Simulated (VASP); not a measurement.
A run of VASP 6.6.1 is set up as follows.

File INCAR:

```
SYSTEM = Bi
ALGO = Normal
EDIFF = 1E-6
ENCUT = 520
GGA = PS
ISIF = 2
ISMEAR = 0
LASPH = .TRUE.
LCHARG = .FALSE.
LREAL = .FALSE.
LWAVE = .FALSE.
NBANDS = 22
NELM = 100
PREC = Accurate
SIGMA = 0.1
```

The input KPOINTS:

```
k-points
0
G
  9 9 4
  0 0 0
```

Contents of POSCAR:

```
Bi
1.0
    4.4394600231      0.0000000000      0.0000000000
   -2.2197300116      3.8446851592      0.0000000000
    0.0000000000      0.0000000000     11.9244600300
Bi
2
Direct
    0.3333333333      0.6666666667      0.2500000000
    0.6666666667      0.3333333333      0.7500000000
```

Potentials or basis: VASP PAW PBE potentials, release 64 (Bi_d).

Command:

```sh
$ cat potpaw_PBE.64/Bi_d/POTCAR > POTCAR
$ mpirun -np 1 vasp_std > vasp.out
```

(1) What does it give for the band gap on the k mesh?

(2) Estimate the pressure.

Results:

(1) zero (band 15 reaches 0.60 eV, above the bottom of band 16 at -1.81 eV).

(2) -3.8 GPa.

Caveat: the cell differs from its parent crystal (strained); the PAW data sets were made with another functional, which shifts forces and pressure a little; spin-orbit coupling is left out, which moves the levels of the heavy elements.
